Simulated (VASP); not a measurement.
Wanted: the native input for a VASP 6.6.1 run.

* Task: single point
* Functional: PBE
* Potentials or basis: VASP PAW PBE potentials, release 64 (B, N)
* Cutoff: 600 eV
* k mesh: 3 × 3 × 3
* Occupations: gaussian, width 0.01 eV
* Spin: no spin polarisation
* Dipole correction: no
* Further INCAR settings: ALGO = Normal; EDIFF = 1e-06; NBANDS = 11

The structure of BN lies in POSCAR:

```
BN
1.0
    0.0000000000      1.7584405978      1.7584405978
    1.7584405978      0.0000000000      1.7584405978
    1.7584405978      1.7584405978      0.0000000000
B N
1 1
Direct
    0.0000000000      0.0000000000      0.0000000000
    0.2500000000      0.2500000000      0.2500000000
```

The input as run:

INCAR

```
SYSTEM = BN
PREC     = Accurate       ! precision mode
ENCUT    = 600            ! plane-wave cutoff, eV
EDIFF    = 1E-6           ! SCF threshold, eV
ISMEAR   = 0              ! smearing method
SIGMA    = 0.01           ! smearing width, eV
LREAL    = .FALSE.        ! projectors in reciprocal space
LASPH    = .TRUE.         ! aspherical terms in the spheres
NELM     = 120            ! most SCF steps
ALGO     = Normal         ! electronic algorithm
ISIF     = 2              ! what is computed and relaxed
LWAVE    = .FALSE.        ! write WAVECAR
LCHARG   = .FALSE.        ! write CHGCAR
GGA      = PE             ! functional
NBANDS   = 11             ! bands
GGA_COMPAT= .FALSE.
```

KPOINTS

```
regular mesh
0
G
  3 3 3
  0 0 0
```

Potentials or basis: VASP PAW PBE potentials, release 64 (B, N).

Launch:

```bash
$ cat potpaw_PBE.64/B/POTCAR potpaw_PBE.64/N/POTCAR > POTCAR
$ mpirun -np 1 vasp_std > vasp.out
```

Results of the run:

```json
{"Pressure": "44.1 GPa", "Band gap on the k mesh": "5.82 eV, indirect (least direct gap 9.11 eV)"}
```

Caveat: the k points lie up to 1.03 Å⁻¹ apart.

Run time: 2.5 s on 1 thread of AMD EPYC 7R13, with other jobs on the host, peak memory 0.09 GiB.
